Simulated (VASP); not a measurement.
# As (P6_3/mmc) in VASP: notebook

Runs on As. Level: PBE+D3(BJ). Tasks: single point, relaxation of cell and atoms.

All numbers are computed with VASP 6.6.1; they aren't measurements. Logs are shortened: lines on timing, memory, paths and dates and some standing lists are left out, and cuts for length are marked.

## 1. The cell of the first run

Symmetry: P6_3/mmc, No. 194, hexagonal system. Conventional cell: a = 3.619 Å, b = 3.619 Å, c = 9.500 Å, α = 90.00°, β = 90.00°, γ = 120.00°. Within 3.3 Å of As (site symmetry 3m) lie 3 As at 2.50 Å.

## 2. Single point, PBE+D3(BJ)

Input file INCAR:

```
SYSTEM = As
PREC = Accurate
ENCUT = 520
EDIFF = 1E-7
ISMEAR = 0
SIGMA = 0.1
LREAL = .False.
LASPH = .True.
NELM = 100
ALGO = Normal
ISIF = 2
LWAVE = .False.
LCHARG = .False.
GGA = PE
IVDW = 12
NBANDS = 18
```

Input file KPOINTS:

```
regular mesh
0
Gamma
  6 6 2
  0 0 0
```

Input file POSCAR:

```
As
1.0
    3.6193879704      0.0000000000      0.0000000000
   -1.8096939852      3.1344819285      0.0000000000
    0.0000000000      0.0000000000      9.5003666639
As
4
Direct
    0.3333333333      0.6666666667      0.4276444287
    0.3333333333      0.6666666667      0.0723555713
    0.6666666667      0.3333333333      0.9276444287
    0.6666666667      0.3333333333      0.5723555713
```

Potentials or basis: VASP PAW PBE potentials, release 64 (As).

The run is started by

```sh
$ cat potpaw_PBE.64/As/POTCAR > POTCAR
$ mpirun -np 1 vasp_std > vasp.out
```

OUTCAR:

```text
SYSTEM = As
   PREC = Accurate
   ENCUT = 520
   EDIFF = 1E-7
   ISMEAR = 0
   LREAL = .False.
   LASPH = .True.
   NELM = 100
   ISIF = 2
   GGA = PE
   IVDW = 12
 IVDW          = 12

 ion  position               nearest neighbor table
   1  0.333  0.667  0.428-   4 2.50   4 2.50   4 2.50
   2  0.333  0.667  0.072-   3 2.50   3 2.50   3 2.50
   3  0.667  0.333  0.928-   2 2.50   2 2.50   2 2.50
   4  0.667  0.333  0.572-   1 2.50   1 2.50   1 2.50

  LATTYP: Found a hexagonal cell.
 ALAT       =     3.6193879704
 C/A-ratio  =     2.6248544620

  Lattice vectors:

 A1 = (   3.6193879704,   0.0000000000,   0.0000000000)
 A2 = (  -1.8096939852,   3.1344819285,   0.0000000000)
 A3 = (   0.0000000000,   0.0000000000,   9.5003666639)

Analysis of symmetry for initial positions (statically):
=====================================================================
 Subroutine PRICEL returns:
 Original cell was already a primitive cell.

 Routine SETGRP: Setting up the symmetry group for a
 hexagonal supercell.

 Subroutine GETGRP returns: Found 24 space group operations
 (whereof 12 operations were pure point group operations)
 out of a pool of 24 trial point group operations.

The static configuration has the point symmetry D_3d.
 The point group associated with its full space group is D_6h.

Analysis of symmetry for dynamics (positions and initial velocities):
=====================================================================
 Subroutine PRICEL returns:
 Original cell was already a primitive cell.

 Routine SETGRP: Setting up the symmetry group for a
 hexagonal supercell.

 Subroutine GETGRP returns: Found 24 space group operations
 (whereof 12 operations were pure point group operations)
 out of a pool of 24 trial point group operations.

The dynamic configuration has the point symmetry D_3d.
 The point group associated with its full space group is D_6h.

 Subroutine INISYM returns: Found 24 space group operations
 (whereof 12 operations are pure point group operations),
 and found     1 'primitive' translations

----------------------------------------------------------------------------------------

                                     Primitive cell

  volume of cell :     107.7808

  direct lattice vectors                    reciprocal lattice vectors
     3.619387970  0.000000000  0.000000000     0.276289806  0.159515994  0.000000000
    -1.809693985  3.134481929  0.000000000     0.000000000  0.319031988  0.000000000
     0.000000000  0.000000000  9.500366664     0.000000000  0.000000000  0.105259095

  length of vectors
     3.619387970  3.619387970  9.500366664     0.319031988  0.319031988  0.105259095

  position of ions in fractional coordinates (direct lattice)
     0.333333333  0.666666667  0.427644429
     0.333333333  0.666666667  0.072355571
     0.666666667  0.333333333  0.927644429
     0.666666667  0.333333333  0.572355571

  ion indices of the primitive-cell ions
   primitive index   ion index
                 1           1
                 2           2
                 3           3
                 4           4

----------------------------------------------------------------------------------------

 KPOINTS: regular mesh

Automatic generation of k-mesh.
 Grid dimensions read from file:
 generate k-points for:    6    6    2

 Generating k-lattice:

  Cartesian coordinates                     Fractional coordinates (reciprocal lattice)
     0.046048301  0.026585999  0.000000000     0.166666667  0.000000000  0.000000000
     0.000000000  0.053171998  0.000000000     0.000000000  0.166666667  0.000000000
     0.000000000  0.000000000  0.052629548     0.000000000  0.000000000  0.500000000

  Length of vectors
     0.053171998  0.053171998  0.052629548

  Shift w.r.t. Gamma in fractional coordinates (k-lattice)
     0.000000000  0.000000000  0.000000000

 Subroutine IBZKPT returns following result:
 ===========================================

 Found     14 irreducible k-points:

 Following reciprocal coordinates:
            Coordinates               Weight
  0.000000  0.000000  0.000000      1.000000
  0.166667  0.000000  0.000000      6.000000
  0.333333 -0.000000  0.000000      6.000000
  0.500000  0.000000  0.000000      3.000000
  0.166667  0.166667  0.000000      6.000000
  0.333333  0.166667  0.000000     12.000000
  0.333333  0.333333  0.000000      2.000000
  0.000000  0.000000  0.500000      1.000000
  0.166667  0.000000  0.500000      6.000000
  0.333333 -0.000000  0.500000      6.000000
  0.500000  0.000000  0.500000      3.000000
  0.166667  0.166667  0.500000      6.000000
  0.333333  0.166667  0.500000     12.000000
  0.333333  0.333333  0.500000      2.000000
   k-points           NKPTS =     14   k-points in BZ     NKDIM =     14   number of bands    NBANDS=     18
   number of dos      NEDOS =    301   number of ions     NIONS =      4
   total plane-waves  NPLWV =  56448
   dimension x,y,z NGX =    28 NGY =   28 NGZ =   72
   dimension x,y,z NGXF=    56 NGYF=   56 NGZF=  144
   ions per type =               4
   NGX,Y,Z   is equivalent  to a cutoff of  12.86, 12.86, 12.60 a.u.
   NGXF,Y,Z  is equivalent  to a cutoff of  25.72, 25.72, 25.20 a.u.
 SYSTEM =  As
   PREC   = accura    normal or accurate (medium, high low for compatibility)
   ISTART =      0    job   : 0-new  1-cont  2-samecut
   ICHARG =      2    charge: 1-file 2-atom 10-const
   ISPIN  =      1    spin polarized calculation?
   LNONCOLLINEAR =      F non collinear calculations
   LSORBIT =      F    spin-orbit coupling
   LASPH  =      T    aspherical Exc in radial PAW
   ENCUT  =  520.0 eV  38.22 Ry    6.18 a.u.   6.73  6.73 17.66*2*pi/ulx,y,z
   NELM   =    100;   NELMIN=  2; NELMDL= -5     # of ELM steps
   EDIFF  = 0.1E-06   stopping-criterion for ELM
   LREAL  =      F    real-space projection
   EDIFFG = 0.1E-05   stopping-criterion for IOM
   NSW    =      0    number of steps for IOM
   IBRION =     -1    ionic relax: 0-MD 1-quasi-New 2-CG
   NFREE  =      0    steps in history (QN), initial steepest desc. (CG)
   ISIF   =      2    stress and relaxation
   ISYM   =      2    0-nonsym 1-usesym 2-fastsym
   POTIM  = 0.5000    time-step for ionic-motion
   TEBEG  =    0.0;   TEEND  =   0.0 temperature during run
   PSTRESS=    0.0 pullay stress
   NELECT =      20.0000    total number of electrons
   NUPDOWN=      -1.0000    fix difference up-down
   EMIN   =  10.00;   EMAX   =-10.00  energy-range for DOS
   EFERMI =   0.00;   METHOD = LEGACY
   ISMEAR =     0;   SIGMA  =   0.10  broadening in eV -4-tet -1-fermi 0-gaus
   EFERMI_NEDOS =   21; number of points for ismear=-14 and -15
   IALGO  =     38    algorithm
   IMIX   =      4    mixing-type and parameters
     AMIX     =   0.40;   BMIX     =  1.00
     AMIX_MAG =   1.60;   BMIX_MAG =  1.00
  volume/ion in A,a.u.               =      26.95       181.84
  Fermi-wavevector in a.u.,A,eV,Ry     =   0.933765  1.764561 11.863160  0.871918
  Thomas-Fermi vector in A             =   2.060501
   LORBIT       =      0    0 simple, 1 ext, 2 COOP (PROOUT), +10 PAW based schemes
   GGA     = PE    functional components
   LHFCALC =     F    Hartree Fock is set to
   AEXX    =    0.0000 exact exchange contribution
   IVDW    =    12    specifies the selected vdW correction
   LEPSILON=     F    determine dielectric tensor
   LRPA    =     F    only Hartree local field effects (RPA)
 non-spin polarized calculation
 Gauss-broadening in eV      SIGMA  =   0.10
  energy-cutoff  :      520.00
  volume of cell :      107.78
 maximum number of plane-waves:      2924
 NGX is ok and might be reduce to    28
   NGX = 13   NGY = 13   NGZ = 35

 number of electron      20.0000001 magnetization

 Free energy of the ion-electron system (eV)
  ---------------------------------------------------
  ext. energy  EPLUGINS =         0.00000000
  ---------------------------------------------------
  free energy    TOTEN  =       -18.44576783 eV

  energy without entropy =      -18.44336104  energy(sigma->0) =      -18.44456444

 E-fermi :   3.7509     XC(G=0):  -8.7366

 val. band max:        3.3980014123   @ k =   0.3333  -0.0000   0.0000
 cond. band min:       3.7676777978   @ k =   0.3333   0.3333   0.0000
 fundamental gap:      0.3696763855
 Fermi energy:         3.7509002304

 k-point     1 :       0.0000    0.0000    0.0000
  band No.  band energies     occupation
      1     -11.0788      2.00000
      2     -10.8826      2.00000
      3      -5.3411      2.00000
      4      -4.0236      2.00000
      5       0.5221      2.00000
      6       2.3135      2.00000
[... 10 lines left out ...]
     17      10.2952      0.00000
     18      10.4316      0.00000

 k-point     2 :       0.1667    0.0000    0.0000
  band No.  band energies     occupation
      1     -10.7185      2.00000
      2     -10.5196      2.00000
      3      -5.2773      2.00000
      4      -4.1351      2.00000
      5      -0.0250      2.00000
      6       0.5170      2.00000
[... 10 lines left out ...]
     17       9.7181      0.00000
     18      10.6910      0.00000

 k-point     3 :       0.3333   -0.0000    0.0000
  band No.  band energies     occupation
      1      -9.7008      2.00000
      2      -9.4917      2.00000
      3      -5.7616      2.00000
      4      -5.1932      2.00000
      5      -1.6535      2.00000
      6      -0.5735      2.00000
[... 10 lines left out ...]
     17       8.6144      0.00000
     18      10.7621      0.00000

 k-point     4 :       0.5000    0.0000    0.0000
  band No.  band energies     occupation
      1      -8.6969      2.00000
      2      -8.4718      2.00000
      3      -6.8256      2.00000
      4      -6.4885      2.00000
      5      -1.5262      2.00000
      6      -0.3253      2.00000
[... 165 lines left out ...]
      4      -5.1088      2.00000
      5      -0.8822      2.00000
      6      -0.8822      2.00000
[... 10 lines left out ...]
     17       9.4566      0.00000
     18       9.4566      0.00000

 k-point    13 :       0.3333    0.1667    0.5000
  band No.  band energies     occupation
      1      -8.7040      2.00000
      2      -8.7040      2.00000
      3      -6.3579      2.00000
      4      -6.3579      2.00000
      5      -1.2123      2.00000
      6      -1.2123      2.00000
[... 10 lines left out ...]
     17       9.7145      0.00000
     18       9.7145      0.00000

 k-point    14 :       0.3333    0.3333    0.5000
  band No.  band energies     occupation
      1      -7.6079      2.00000
      2      -7.6079      2.00000
      3      -7.3666      2.00000
      4      -7.3666      2.00000
      5      -1.8867      2.00000
      6      -1.8867      2.00000
[... 10 lines left out ...]
     17      11.1273      0.00000
     18      11.1274      0.00000

------------------------ aborting loop because EDIFF is reached ----------------------------------------

 Edisp (eV)   -1.29437

 E8    (eV) :    -0.5415

  FORCE on cell =-STRESS in cart. coord.  units (eV):
  Direction    XX          YY          ZZ          XY          YZ          ZX
  --------------------------------------------------------------------------------------
  -------------------------------------------------------------------------------------
  Total      -0.15068    -0.15068     0.10541     0.00000     0.00000     0.00000
  in kB      -2.23995    -2.23995     1.56692     0.00000     0.00000     0.00000
  external pressure =       -0.97 kB  Pullay stress =        0.00 kB

 VOLUME and BASIS-vectors are now :
 -----------------------------------------------------------------------------
  energy-cutoff  :      520.00
  volume of cell :      107.78
      direct lattice vectors                 reciprocal lattice vectors
     3.619387970  0.000000000  0.000000000     0.276289806  0.159515994  0.000000000
    -1.809693985  3.134481929  0.000000000     0.000000000  0.319031988  0.000000000
     0.000000000  0.000000000  9.500366664     0.000000000  0.000000000  0.105259095

 POSITION                                       TOTAL-FORCE (eV/Angst)
 -----------------------------------------------------------------------------------
     -0.00000      2.08965      4.06278        -0.000000     -0.000000     -0.045061
     -0.00000      2.08965      0.68740         0.000000     -0.000000      0.045061
      1.80969      1.04483      8.81296         0.000000      0.000000     -0.045061
      1.80969      1.04483      5.43759         0.000000      0.000000      0.045061
 -----------------------------------------------------------------------------------
    total drift:                               -0.000000      0.000000     -0.000000

  FREE ENERGIE OF THE ION-ELECTRON SYSTEM (eV)
  ---------------------------------------------------
  free  energy   TOTEN  =       -19.7401424981 eV

  energy  without entropy=      -19.7377357009  energy(sigma->0) =      -19.73893910
```

It took 22 s on 1 thread of Intel Xeon Platinum 8124M at 3.00GHz (Skylake/Cascade Lake), shared host; peak memory 0.22 GiB.

What came out:

```yaml
Free_energy: -19.7401 eV
Pressure: -0.1 GPa
Largest_force: 0.045 eV/Å
Band_gap_on_the_k_mesh: zero (band 10 reaches 4.00 eV, above the bottom of band 11 at 3.40 eV)
Dispersion_energy_per_atom: -0.324 eV
```

Forces in eV/Å, atoms in the order of the input:
```
As   0.000  0.000 -0.045
As   0.000  0.000  0.045
As   0.000  0.000 -0.045
As   0.000  0.000  0.045
```

## 3. Relaxation of cell and atoms, PBE+D3(BJ)

This run uses another cell than the first one, of 61.87 Å³/atom, 2.296 times its volume.

Input file INCAR:

```
PREC = Accurate
ENCUT = 600
EDIFF = 1E-6
ISMEAR = 0
SIGMA = 0.1
LREAL = F
LASPH = T
NELM = 100
ALGO = Normal
ISIF = 3
LWAVE = F
LCHARG = F
GGA = PE
IVDW = 12
IBRION = 2
NSW = 80
EDIFFG = -0.05
```

Input file KPOINTS:

```
regular mesh
0
Gamma
  6 6 2
```

Input file POSCAR:

```
As
1.0
    5.2789077083      0.0000000000      0.0000000000
   -2.6394538541      4.5716681796      0.0000000000
    0.0000000000      0.0000000000     10.2554056756
As
4
Direct
    0.3333333333      0.6666666667      0.3243234974
    0.3333333333      0.6666666667      0.1756765026
    0.6666666667      0.3333333333      0.8243234974
    0.6666666667      0.3333333333      0.6756765026
```

Potentials or basis: VASP PAW PBE potentials, release 64 (As).

The run is started by

```sh
$ cat potpaw_PBE.64/As/POTCAR > POTCAR
$ mpirun -np 1 vasp_std > vasp.out
```

It took 20 min on 1 thread of Intel Xeon Platinum 8124M at 3.00GHz (Skylake/Cascade Lake), shared host; peak memory 0.44 GiB.

The run converged. Its results:

```yaml
Free_energy: -19.0934 eV
Relaxed_volume: 24.47 Å³/atom
Relaxed_cell: a = 4.411 Å, b = 4.411 Å, c = 5.808 Å, α = 90.00°, β = 90.00°, γ = 120.00°
Space_group_after_relaxing_to_0.05_Å: P6/mmm (No. 191)
Energy_gained_by_relaxing: 6734.6 meV/atom
Ionic_steps: 27
Pressure_after_relaxing: 0.1 GPa
Largest_force_after_relaxing: 0.028 eV/Å
Band_gap_on_the_k_mesh: zero (band 10 reaches 4.56 eV, above the bottom of band 11 at 4.22 eV)
Dispersion_energy_per_atom: -0.360 eV
```

Forces in eV/Å, atoms in the order of the input:
```
As   0.000  0.000  0.028
As   0.000  0.000 -0.028
As   0.000  0.000  0.028
As   0.000  0.000 -0.028
```

Stress tensor (GPa, compression positive):
```
-0.02  0.00  0.00
 0.00 -0.02  0.00
 0.00  0.00  0.30
```

Step by step:
```csv
step,energy change (eV),largest force (eV/Å),pressure (GPa),volume (Å³)
1,0.0000,62.3230,40.48,247.50
2,-8.2877,0.0228,-1.25,797.53
3,-8.3783,0.0509,-1.24,788.64
4,-8.4793,0.0447,-1.24,778.00
5,-11.4480,1.1238,-1.88,543.29
6,-19.4321,1.0389,-4.32,396.10
7,-20.7928,0.9142,-4.84,321.98
8,-21.3546,0.0149,-5.63,284.78
9,-24.6297,0.1254,-1.82,209.22
10,-24.7117,0.1087,-0.46,200.66
11,-24.7142,0.1010,-0.17,198.90
12,-24.7122,0.0928,0.10,197.34
13,-24.7187,0.0805,-0.22,198.06
14,-24.7197,0.0705,-0.41,198.47
15,-24.7250,0.0427,-0.40,196.94
16,-24.7392,0.0363,-0.40,192.37
17,-24.7641,0.1579,-0.52,183.27
18,-24.8445,0.1859,-1.12,165.21
19,-25.3312,0.3146,-1.75,129.68
20,1.3736,47.5855,195.02,60.90
21,-25.2598,0.1811,-0.96,128.33
22,-25.3292,0.1922,-0.89,126.41
23,-26.8878,0.0761,3.35,93.31
24,-26.3308,0.0315,-0.74,106.13
25,-26.8937,0.0284,2.32,95.35
26,-26.9237,0.0239,-1.15,99.52
27,-26.9383,0.0276,0.09,97.88
```

Final structure:
```
CELL_PARAMETERS angstrom
4.41144 0.00000 0.00000
-2.20572 3.82042 0.00000
0.00000 0.00000 5.80750
ATOMIC_POSITIONS crystal
As 0.33333 0.66667 0.49786
As 0.33333 0.66667 0.00214
As 0.66667 0.33333 0.99786
As 0.66667 0.33333 0.50214
```

Levels at points of the mesh, in eV from the Fermi level:
```csv
k point,band 8,band 9,band 10,band 11,band 12,band 13
"(0.00, 0.00, 0.00)",-2.75,-2.75,-1.05,0.14,0.14,2.18
"(0.50, 0.00, 0.00)",-3.56,-3.12,-0.84,3.05,3.38,4.13
"(0.00, 0.00, 0.50)",-3.70,-2.96,-2.96,0.96,0.96,0.96
"(0.50, 0.00, 0.50)",-2.29,-1.65,-1.65,-0.12,-0.12,3.90
```

Caveat: the volume moved by over 15 % at a fixed basis, so the end points are rough; the relaxation stopped at a loose force limit of 0.05 eV/Å, so its end isn't a converged minimum.
